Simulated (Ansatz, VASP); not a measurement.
## Two plane-wave programs on SiC

INCAR

```
SYSTEM = SiC
PREC     = Accurate       ! precision mode
ENCUT    = 520            ! plane-wave cutoff, eV
EDIFF    = 1E-6           ! SCF threshold, eV
ISMEAR   = -1             ! smearing method
SIGMA    = 0.02           ! smearing width, eV
LREAL    = .FALSE.        ! projectors in reciprocal space
LASPH    = .TRUE.         ! aspherical terms in the spheres
NELM     = 80             ! most SCF steps
ALGO     = Normal         ! electronic algorithm
ISIF     = 2              ! what is computed and relaxed
LWAVE    = .FALSE.        ! write WAVECAR
LCHARG   = .TRUE.         ! write CHGCAR
GGA      = PE             ! functional
LELF     = .TRUE.         ! ELF
LVHAR    = .TRUE.       
NBANDS   = 16             ! bands
```

The input KPOINTS:

```
Automatic mesh
0
G
  12 12 6
  0 0 0
```

The input POSCAR:

```
SiC
1.0
    2.8568528442      0.0000000000      0.0000000000
   -1.4284264221      2.4741071379      0.0000000000
    0.0000000000      0.0000000000      4.7019938926
Si C
2 2
Direct
    0.0000000000      0.0000000000      0.0000000000
    0.0000000000      0.0000000000      0.5000000000
    0.3333333333      0.6666666667      0.2500000000
    0.6666666667      0.3333333333      0.7500000000
```

Input for Ansatz:

```yaml
crystal:
  lattice:
    - [2.8568528442, 0.0, 0.0]
    - [-1.4284264221, 2.4741071379, 0.0]
    - [0.0, 0.0, 4.7019938926]
  atoms:
    - { symbol: Si, position: [0.0, 0.0, 0.0] }
    - { symbol: Si, position: [0.0, 0.0, 0.5] }
    - { symbol: C, position: [0.3333333333, 0.6666666667, 0.25] }
    - { symbol: C, position: [0.6666666667, 0.3333333333, 0.75] }
kpoints:
  mp_grid: { grid: [12, 12, 6] }
  band_path:
    path:
      - [[0.0, 0.0, 0.0], [0.5, 1.428215544709e-17, 0.0], [0.3333333333333, 0.3333333333333, 0.0], [0.0, 0.0, 0.0], [0.0, 0.0, 0.5], [0.5, 1.428215544709e-17, 0.5], [0.3333333333333, 0.3333333333333, 0.5], [0.0, 0.0, 0.5]]
      - [[0.5, 1.428215544709e-17, 0.5], [0.5, 1.428215544709e-17, 0.0]]
      - [[0.3333333333333, 0.3333333333333, 0.5], [0.3333333333333, 0.3333333333333, 0.0]]
    npoints: 10
hamiltonian:
  xc: pbe
scf:
  occupations: { method: fermi_dirac, width: 0.02 }
  n_extra_bands: 5
output:
  forces: true
  stress: true
  eigenvalues: true
```

Alike in both runs: task single point; functional PBE; k mesh 12 × 12 × 6; occupations fermi-dirac, width 0.02 eV; no spin polarisation.

|  | VASP | Ansatz |
| --- | --- | --- |
| version | VASP 6.6.1 | Ansatz 0.2.0 |
| potentials or method | VASP PAW PBE potentials, release 64 (Si, C) | plane waves, PAW |
| plane-wave cutoff (eV) | 520 | 420 |
| valence electrons in the cell | 16 | 16 |

VASP gave:

- pressure (GPa): 5.2
- traceless stress, the component that is largest in VASP (GPa): 2.77

What did Ansatz give for the same quantities?

Pressure (GPa): 5.2; traceless stress, the component that is largest in VASP (GPa): 3.03.

The functional is the same, so the differences come from potentials, cutoffs and numerics.
